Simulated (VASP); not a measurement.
# CdIn2O4 (Fd-3m) in VASP: settings compared, part 2 of 2

VASP 6.6.1. The steps go on from the part before.

## 3. Single point, PBEsol

This run uses another cell than the first one, of 13.86 Å³/atom.

INCAR

```
PREC = Accurate
ENCUT = 600
EDIFF = 1E-6
ISMEAR = -1
SIGMA = 0.02
LREAL = False
LASPH = True
NELM = 120
ALGO = Normal
ISIF = 2
LWAVE = False
LCHARG = False
GGA = PS
NBANDS = 75
GGA_COMPAT = False
```

KPOINTS

```
regular mesh
0
Gamma
  4 4 4
```

POSCAR

```
CdIn2O4
1.0
    0.0000000000      4.5954577542      4.5954577542
    4.5954577542      0.0000000000      4.5954577542
    4.5954577542      4.5954577542      0.0000000000
Cd In O
2 4 8
Direct
    0.0000000000      0.0000000000      0.0000000000
    0.2500000000      0.2500000000      0.2500000000
    0.6250000000      0.6250000000      0.6250000000
    0.1250000000      0.6250000000      0.6250000000
    0.6250000000      0.6250000000      0.1250000000
    0.6250000000      0.1250000000      0.6250000000
    0.8622634509      0.8622634509      0.8622634509
    0.8367903528      0.3877365491      0.3877365491
    0.8622634509      0.8622634509      0.4132096472
    0.3877365491      0.8367903528      0.3877365491
    0.4132096472      0.8622634509      0.8622634509
    0.3877365491      0.3877365491      0.3877365491
    0.8622634509      0.4132096472      0.8622634509
    0.3877365491      0.3877365491      0.8367903528
```

Potentials or basis: VASP PAW PBE potentials, release 64 (Cd, In_d, O).

Command:

```sh
> cat potpaw_PBE.64/Cd/POTCAR potpaw_PBE.64/In_d/POTCAR potpaw_PBE.64/O/POTCAR > POTCAR
> mpirun -np 1 vasp_std > vasp.out
```

OUTCAR:

```text
PREC = Accurate
   ENCUT = 600
   EDIFF = 1E-6
   ISMEAR = -1
   LREAL = False
   LASPH = True
   NELM = 120
   ISIF = 2
   GGA = PS

 ion  position               nearest neighbor table
   1  0.000  0.000  0.000-   9 2.19  11 2.19  13 2.19   7 2.19   5 3.81   6 3.81   4 3.81   5 3.81
                             6 3.81   5 3.81   3 3.81   3 3.81   3 3.81   4 3.81   4 3.81   6 3.81
   2  0.250  0.250  0.250-   8 2.19  10 2.19  14 2.19  12 2.19   4 3.81   5 3.81   5 3.81   6 3.81
                             3 3.81   5 3.81   3 3.81   3 3.81   4 3.81   6 3.81   6 3.81   4 3.81
   3  0.625  0.625  0.625-   8 2.19   9 2.19  10 2.19  11 2.19  13 2.19  14 2.19   4 3.25   5 3.25
                             6 3.25   5 3.25   6 3.25   4 3.25   1 3.81   2 3.81   1 3.81   2 3.81
   4  0.125  0.625  0.625-   7 2.19  12 2.19  10 2.19   9 2.19  13 2.19  14 2.19   3 3.25   5 3.25
                             6 3.25   3 3.25   5 3.25   6 3.25   2 3.81   1 3.81   2 3.81   1 3.81
   5  0.625  0.625  0.125-   7 2.19  12 2.19  10 2.19  11 2.19   8 2.19  13 2.19   3 3.25   3 3.25
                             4 3.25   6 3.25   6 3.25   4 3.25   1 3.81   2 3.81   1 3.81   2 3.81
   6  0.625  0.125  0.625-   7 2.19  12 2.19   9 2.19  11 2.19   8 2.19  14 2.19   3 3.25   5 3.25
                             3 3.25   4 3.25   5 3.25   4 3.25   1 3.81   2 3.81   2 3.81   1 3.81
   7  0.862  0.862  0.862-   4 2.19   6 2.19   5 2.19   1 2.19
   8  0.837  0.388  0.388-   3 2.19   5 2.19   6 2.19   2 2.19
   9  0.862  0.862  0.413-   3 2.19   4 2.19   6 2.19   1 2.19
  10  0.388  0.837  0.388-   3 2.19   4 2.19   5 2.19   2 2.19
  11  0.413  0.862  0.862-   3 2.19   5 2.19   6 2.19   1 2.19
  12  0.388  0.388  0.388-   4 2.19   6 2.19   5 2.19   2 2.19
  13  0.862  0.413  0.862-   3 2.19   4 2.19   5 2.19   1 2.19
  14  0.388  0.388  0.837-   3 2.19   4 2.19   6 2.19   2 2.19

  LATTYP: Found a face centered cubic cell.
 ALAT       =     9.1909155084

  Lattice vectors:

 A1 = (   0.0000000000,   4.5954577542,   4.5954577542)
 A2 = (   4.5954577542,   0.0000000000,   4.5954577542)
 A3 = (   4.5954577542,   4.5954577542,   0.0000000000)

Analysis of symmetry for initial positions (statically):
=====================================================================
 Subroutine PRICEL returns:
 Original cell was already a primitive cell.

 Routine SETGRP: Setting up the symmetry group for a
 face centered cubic supercell.

 Subroutine GETGRP returns: Found 48 space group operations
 (whereof 24 operations were pure point group operations)
 out of a pool of 48 trial point group operations.

The static configuration has the point symmetry T_d .
 The point group associated with its full space group is O_h .

Analysis of symmetry for dynamics (positions and initial velocities):
=====================================================================
 Subroutine PRICEL returns:
 Original cell was already a primitive cell.

 Routine SETGRP: Setting up the symmetry group for a
 face centered cubic supercell.

 Subroutine GETGRP returns: Found 48 space group operations
 (whereof 24 operations were pure point group operations)
 out of a pool of 48 trial point group operations.

The dynamic configuration has the point symmetry T_d .
 The point group associated with its full space group is O_h .

 Subroutine INISYM returns: Found 48 space group operations
 (whereof 24 operations are pure point group operations),
 and found     1 'primitive' translations

[... 93 lines left out ...]
   ISTART =      0    job   : 0-new  1-cont  2-samecut
   ICHARG =      2    charge: 1-file 2-atom 10-const
   ISPIN  =      1    spin polarized calculation?
   LNONCOLLINEAR =      F non collinear calculations
   LSORBIT =      F    spin-orbit coupling
   LASPH  =      T    aspherical Exc in radial PAW
   ENCUT  =  600.0 eV  44.10 Ry    6.64 a.u.  12.98 12.98 12.98*2*pi/ulx,y,z
   NELM   =    120;   NELMIN=  2; NELMDL= -5     # of ELM steps
   EDIFF  = 0.1E-05   stopping-criterion for ELM
   LREAL  =      F    real-space projection
   EDIFFG = 0.1E-04   stopping-criterion for IOM
   NSW    =      0    number of steps for IOM
   IBRION =     -1    ionic relax: 0-MD 1-quasi-New 2-CG
   NFREE  =      0    steps in history (QN), initial steepest desc. (CG)
   ISIF   =      2    stress and relaxation
   ISYM   =      2    0-nonsym 1-usesym 2-fastsym
   POTIM  = 0.5000    time-step for ionic-motion
   TEBEG  =    0.0;   TEEND  =   0.0 temperature during run
   PSTRESS=    0.0 pullay stress
   NELECT =     124.0000    total number of electrons
   NUPDOWN=      -1.0000    fix difference up-down
   EMIN   =  10.00;   EMAX   =-10.00  energy-range for DOS
   EFERMI =   0.00;   METHOD = LEGACY
   ISMEAR =    -1;   SIGMA  =   0.02  broadening in eV -4-tet -1-fermi 0-gaus
   EFERMI_NEDOS =   21; number of points for ismear=-14 and -15
   IALGO  =     38    algorithm
   IMIX   =      4    mixing-type and parameters
     AMIX     =   0.40;   BMIX     =  1.00
     AMIX_MAG =   1.60;   BMIX_MAG =  1.00
  volume/ion in A,a.u.               =      13.86        93.56
  Fermi-wavevector in a.u.,A,eV,Ry     =   1.409970  2.664457 27.048601  1.988016
  Thomas-Fermi vector in A             =   2.531972
   LORBIT       =      0    0 simple, 1 ext, 2 COOP (PROOUT), +10 PAW based schemes
   GGA     = PS    functional components
   LHFCALC =     F    Hartree Fock is set to
   AEXX    =    0.0000 exact exchange contribution
   IVDW    =     0    specifies the selected vdW correction
   LEPSILON=     F    determine dielectric tensor
   LRPA    =     F    only Hartree local field effects (RPA)
 non-spin polarized calculation
  energy-cutoff  :      600.00
  volume of cell :      194.10
 maximum number of plane-waves:      6479
 NGX is ok and might be reduce to    54
   NGX = 25   NGY = 25   NGZ = 25

 number of electron     123.9999998 magnetization

 Free energy of the ion-electron system (eV)
  ---------------------------------------------------
  ext. energy  EPLUGINS =         0.00000000
  ---------------------------------------------------
  free energy    TOTEN  =       -76.93010053 eV

  energy without entropy =      -76.93010053  energy(sigma->0) =      -76.93010053

 E-fermi :   3.8870     XC(G=0): -11.0377

 val. band max:        3.3984575752   @ k =   0.5000   0.0000   0.0000
 cond. band min:       4.3666729759   @ k =   0.0000   0.0000   0.0000
 fundamental gap:      0.9682154007
 Fermi energy:         3.8870433922

 k-point     1 :       0.0000    0.0000    0.0000
  band No.  band energies     occupation
      1     -13.9611      2.00000
      2     -13.3368      2.00000
      3     -13.3368      2.00000
      4     -13.3368      2.00000
      5     -13.0427      2.00000
      6     -12.8025      2.00000
[... 605 lines left out ...]
     73      12.6692      0.00000
     74      12.6693      0.00000
 [bands above 74 left out]

------------------------ aborting loop because EDIFF is reached ----------------------------------------

  FORCE on cell =-STRESS in cart. coord.  units (eV):
  Direction    XX          YY          ZZ          XY          YZ          ZX
  --------------------------------------------------------------------------------------
  -------------------------------------------------------------------------------------
  Total        0.7527111      0.7527111      0.7527111      0.0000000     -0.0000000     -0.0000000
  in kB        6.2133035      6.2133035      6.2133035      0.0000000     -0.0000000     -0.0000000
  external PRESSURE =       6.2133035 kB  Pullay stress =       0.0000000 kB

 VOLUME and BASIS-vectors are now :
 -----------------------------------------------------------------------------
  energy-cutoff  :      600.00
  volume of cell :      194.10
      direct lattice vectors                 reciprocal lattice vectors
     0.000000000  4.595457754  4.595457754    -0.108803089  0.108803089  0.108803089
     4.595457754  0.000000000  4.595457754     0.108803089 -0.108803089  0.108803089
     4.595457754  4.595457754  0.000000000     0.108803089  0.108803089 -0.108803089

 POSITION                                       TOTAL-FORCE (eV/Angst)
 -----------------------------------------------------------------------------------
      0.00000      0.00000      0.00000        -0.000000     -0.000000     -0.000000
      2.29773      2.29773      2.29773        -0.000000     -0.000000     -0.000000
      5.74432      5.74432      5.74432        -0.000000     -0.000000     -0.000000
      5.74432      3.44659      3.44659        -0.000000     -0.000000     -0.000000
      3.44659      3.44659      5.74432        -0.000000     -0.000000     -0.000000
      3.44659      5.74432      3.44659        -0.000000     -0.000000     -0.000000
      7.92499      7.92499      7.92499        -0.021708     -0.021708     -0.021708
      3.56365      5.62726      5.62726         0.021708     -0.021708     -0.021708
      5.86138      5.86138      7.92499         0.021708      0.021708     -0.021708
      5.62726      3.56365      5.62726        -0.021708      0.021708     -0.021708
      7.92499      5.86138      5.86138        -0.021708      0.021708      0.021708
      3.56365      3.56365      3.56365         0.021708      0.021708      0.021708
      5.86138      7.92499      5.86138         0.021708     -0.021708      0.021708
      5.62726      5.62726      3.56365        -0.021708     -0.021708      0.021708
 -----------------------------------------------------------------------------------
    total drift:                                0.000000      0.000000      0.000000

  FREE ENERGIE OF THE ION-ELECTRON SYSTEM (eV)
  ---------------------------------------------------
  free  energy   TOTEN  =       -76.9301005314 eV

  energy  without entropy=      -76.9301005314  energy(sigma->0) =      -76.93010053
```

Wall time 2.2 min (1 thread of Intel Xeon 6975P-C (Granite Rapids), shared host); peak memory 0.44 GiB.

What came out:

| Quantity | Value |
| --- | --- |
| Free energy | -76.9301 eV |
| Pressure | 0.6 GPa |
| Largest force | 0.038 eV/Å |
| Band gap on the k mesh | 0.97 eV (least direct gap 1.03 eV) |

Forces on the atoms (eV/Å):
```
Cd   0.000  0.000  0.000
Cd   0.000  0.000  0.000
In   0.000  0.000  0.000
In   0.000  0.000  0.000
In   0.000  0.000  0.000
In   0.000  0.000  0.000
O   -0.022 -0.022 -0.022
O    0.022 -0.022 -0.022
O    0.022  0.022 -0.022
O   -0.022  0.022 -0.022
O   -0.022  0.022  0.022
O    0.022  0.022  0.022
O    0.022 -0.022  0.022
O   -0.022 -0.022  0.022
```

Caveat: the PAW data sets were made with another functional, which shifts forces and pressure a little; spin-orbit coupling is left out, which moves the levels of the heavy elements. A k mesh can miss the band edges.

## 4. Single point, PBE

This run uses another cell than the first one, of 14.43 Å³/atom.

INCAR

```
SYSTEM = CdIn2O4
PREC = Accurate ; ENCUT = 600
EDIFF = 1E-6 ; ISMEAR = -1
SIGMA = 0.02 ; LREAL = .FALSE.
LASPH = .TRUE. ; NELM = 120
ALGO = Normal ; ISIF = 2
LWAVE = .FALSE. ; LCHARG = .FALSE.
GGA = PE ; NBANDS = 75
GGA_COMPAT = .FALSE.
```

KPOINTS

```
Automatic mesh
0
G
  4 4 4
  0 0 0
```

POSCAR

```
CdIn2O4
1.0
    0.0000000000      4.6574765167      4.6574765167
    4.6574765167      0.0000000000      4.6574765167
    4.6574765167      4.6574765167      0.0000000000
Cd In O
2 4 8
Direct
    0.0000000000      0.0000000000      0.0000000000
    0.2500000000      0.2500000000      0.2500000000
    0.6250000000      0.6250000000      0.6250000000
    0.1250000000      0.6250000000      0.6250000000
    0.6250000000      0.6250000000      0.1250000000
    0.6250000000      0.1250000000      0.6250000000
    0.8619754911      0.8619754911      0.8619754911
    0.8359264733      0.3880245089      0.3880245089
    0.8619754911      0.8619754911      0.4140735267
    0.3880245089      0.8359264733      0.3880245089
    0.4140735267      0.8619754911      0.8619754911
    0.3880245089      0.3880245089      0.3880245089
    0.8619754911      0.4140735267      0.8619754911
    0.3880245089      0.3880245089      0.8359264733
```

Command:

```sh
> cat potpaw_PBE.64/Cd/POTCAR potpaw_PBE.64/In_d/POTCAR potpaw_PBE.64/O/POTCAR > POTCAR
> mpirun -np 1 vasp_std > vasp.out
```

Wall time 2.8 min (1 thread of Intel Xeon 6975P-C (Granite Rapids), shared host); peak memory 0.44 GiB.

The run converged. Its results:

| Quantity | Value |
| --- | --- |
| Free energy | -71.7057 eV |
| Pressure | 0.5 GPa |
| Largest force | 0.032 eV/Å |
| Band gap on the k mesh | 0.91 eV (least direct gap 0.98 eV) |

Forces in eV/Å, atoms in the order of the input:
```
Cd   0.000  0.000  0.000
Cd   0.000  0.000  0.000
In   0.000  0.000  0.000
In   0.000  0.000  0.000
In   0.000  0.000  0.000
In   0.000  0.000  0.000
O   -0.019 -0.019 -0.019
O    0.019 -0.019 -0.019
O    0.019  0.019 -0.019
O   -0.019  0.019 -0.019
O   -0.019  0.019  0.019
O    0.019  0.019  0.019
O    0.019 -0.019  0.019
O   -0.019 -0.019  0.019
```

Levels at points of the mesh, in eV from the valence-band top:
| k point | band 58 | band 59 | band 60 | band 61 | band 62 | band 63 | band 64 | band 65 | band 66 | band 67 |
| --- | --- | --- | --- | --- | --- | --- | --- | --- | --- | --- |
| (0.00, 0.00, 0.00) | -0.08 | -0.08 | -0.08 | -0.06 | -0.06 | 0.91 | 4.84 | 5.51 | 5.51 | 5.51 |
| (0.50, 0.00, 0.00) | -0.30 | -0.28 | -0.28 | 0.00 | 0.00 | 3.57 | 3.78 | 5.75 | 6.31 | 6.31 |
| (0.50, 0.50, 0.00) | -0.67 | -0.20 | -0.20 | -0.07 | -0.07 | 4.36 | 4.36 | 5.78 | 5.78 | 6.35 |

Caveat: spin-orbit coupling is left out, which moves the levels of the heavy elements.

## 5. Single point, r2SCAN

This run uses another cell than the first one, of 13.91 Å³/atom.

POSCAR

```
CdIn2O4
1.0
    0.0000000000      4.6003628490      4.6003628490
    4.6003628490      0.0000000000      4.6003628490
    4.6003628490      4.6003628490      0.0000000000
Cd In O
2 4 8
Direct
    0.0000000000      0.0000000000      0.0000000000
    0.2500000000      0.2500000000      0.2500000000
    0.6250000000      0.6250000000      0.6250000000
    0.1250000000      0.6250000000      0.6250000000
    0.6250000000      0.6250000000      0.1250000000
    0.6250000000      0.1250000000      0.6250000000
    0.8618762711      0.8618762711      0.8618762711
    0.8356288134      0.3881237289      0.3881237289
    0.8618762711      0.8618762711      0.4143711866
    0.3881237289      0.8356288134      0.3881237289
    0.4143711866      0.8618762711      0.8618762711
    0.3881237289      0.3881237289      0.3881237289
    0.8618762711      0.4143711866      0.8618762711
    0.3881237289      0.3881237289      0.8356288134
```

INCAR.step1

```
PREC = Accurate
ENCUT = 660
ISMEAR = -1
SIGMA = 0.02
LREAL = False
LASPH = True
NELM = 120
NBANDS = 75
GGA = PE
ALGO = Normal
EDIFF = 1E-5
LWAVE = True
LCHARG = False
GGA_COMPAT = False
```

INCAR.step2

```
PREC = Accurate
ENCUT = 660
EDIFF = 1E-6
ISMEAR = -1
SIGMA = 0.02
LREAL = False
LASPH = True
NELM = 120
ALGO = Normal
ISIF = 2
LWAVE = False
LCHARG = True
METAGGA = R2SCAN
LMIXTAU = True
LELF = True
LVHAR = True
NBANDS = 75
ISTART = 1
GGA_COMPAT = False
```

KPOINTS

```
regular mesh
0
Gamma
  4 4 4
```

Command:

```sh
> cat potpaw_PBE.64/Cd/POTCAR potpaw_PBE.64/In_d/POTCAR potpaw_PBE.64/O/POTCAR > POTCAR
> cp INCAR.step1 INCAR
> mpirun -np 1 vasp_std > vasp.out
> cp INCAR.step2 INCAR
> mpirun -np 1 vasp_std > vasp.out
```

Wall time 8.5 min (1 thread of Intel Xeon 6975P-C (Granite Rapids), shared host); peak memory 0.53 GiB.

It converged, with:

```yaml
Free_energy: -202.0653 eV
Pressure: 1.0 GPa
Largest_force: 0.008 eV/Å
Band_gap_on_the_k_mesh: 1.57 eV (least direct gap 1.64 eV)
```

Forces on the atoms (eV/Å):
```
Cd   0.000  0.000  0.000
Cd   0.000  0.000  0.000
In   0.000  0.000  0.000
In   0.000  0.000  0.000
In   0.000  0.000  0.000
In   0.000  0.000  0.000
O   -0.005 -0.005 -0.005
O    0.005 -0.005 -0.005
O    0.005  0.005 -0.005
O   -0.005  0.005 -0.005
O   -0.005  0.005  0.005
O    0.005  0.005  0.005
O    0.005 -0.005  0.005
O   -0.005 -0.005  0.005
```

Levels at points of the mesh, in eV from the valence-band top:
| k point | band 60 | band 61 | band 62 | band 63 | band 64 | band 65 |
| --- | --- | --- | --- | --- | --- | --- |
| (0.00, 0.00, 0.00) | -0.10 | -0.07 | -0.07 | 1.57 | 5.78 | 6.37 |
| (0.50, 0.00, 0.00) | -0.29 | 0.00 | 0.00 | 4.30 | 4.43 | 6.58 |
| (0.50, 0.50, 0.00) | -0.19 | -0.09 | -0.09 | 5.08 | 5.08 | 6.68 |

Caveat: the PAW data sets were made with another functional, which shifts forces and pressure a little; spin-orbit coupling is left out, which moves the levels of the heavy elements. A k mesh can miss the band edges.

## 6. Summary

| level | potentials or basis | cell | cutoff (eV) | gap on the mesh (eV) | pressure (GPa) | largest force (eV/Å) |
| --- | --- | --- | --- | --- | --- | --- |
| LDA | VASP PAW LDA potentials, release 64 (Cd, In_d, O) | a = 6.429 Å, angles 60.0°, 14 atoms, atomic positions A | 600 | 1.09 | 0.9 | 0.05 |
| PBEsol | VASP PAW PBE potentials, release 64 (Cd, In_d, O) | a = 6.499 Å, angles 60.0°, 14 atoms, atomic positions B | 600 | 0.97 | 0.6 | 0.04 |
| PBE | VASP PAW PBE potentials, release 64 (Cd, In_d, O) | a = 6.587 Å, angles 60.0°, 14 atoms, atomic positions C | 600 | 0.91 | 0.5 | 0.03 |
| r2SCAN | VASP PAW PBE potentials, release 64 (Cd, In_d, O) | a = 6.506 Å, angles 60.0°, 14 atoms, atomic positions D | 660 | 1.57 | 1.0 | 0.01 |

Alike in all rows: task single point; no spin polarisation; k mesh 4 × 4 × 4; smearing fermi-dirac 0.02 eV.

Caveats: spin-orbit coupling is left out, which moves the levels of the heavy elements; the PAW data sets were made with another functional, which shifts forces and pressure a little (at least some runs).

Absolute energies hang on the potentials; compare differences alone.
